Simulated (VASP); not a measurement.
Runs of VASP 6.6.1 on TiAl. The structure is that of space group Pm-3m (No. 221), or close to it. The cells are those of the table. 

| task | level | cell | k mesh | cutoff (eV) | grid for exact exchange (PRECFOCK) | share of exact exchange | screening parameter | gap on the mesh (eV) | pressure (GPa) | relaxed volume (Å³/atom) |
| --- | --- | --- | --- | --- | --- | --- | --- | --- | --- | --- |
| relaxation of cell and atoms | B3LYP | relaxed from a = 3.179 Å, 2 atoms | 4 × 4 × 4 | 600 | Normal | 0.2 | - | none | 0.0 | (a) |
| relaxation of cell and atoms | HSE06 | relaxed from a = 3.179 Å, 2 atoms | 4 × 4 × 4 | 600 | Normal | 0.25 | 0.2079 1/Å | none | -0.1 | 15.91 |
| single point | r2SCAN | a = 3.136 Å, 2 atoms | 8 × 8 × 8 | 550 | - | - | - | none | 4.7 | - |
| relaxation of cell and atoms | PBE-based screened hybrid with 25 % exact exchange | relaxed from a = 3.179 Å, 2 atoms | 4 × 4 × 4 | 600 | Normal | 0.25 | 0.3 1/Å | none | 0.1 | 16.01 |

Alike in all rows: potentials or basis VASP PAW PBE potentials, release 64 (Ti_sv, Al); no spin polarisation; smearing fermi-dirac 0.05 eV.

Fill in the values left out.

(a) 16.29.

Caveats: some runs use coarse meshes; the PAW data sets were made with another functional, which shifts forces and pressure a little; the cell stands under pressure (at least some runs).

A gap of «none» marks levels without a gap at the run's occupations.
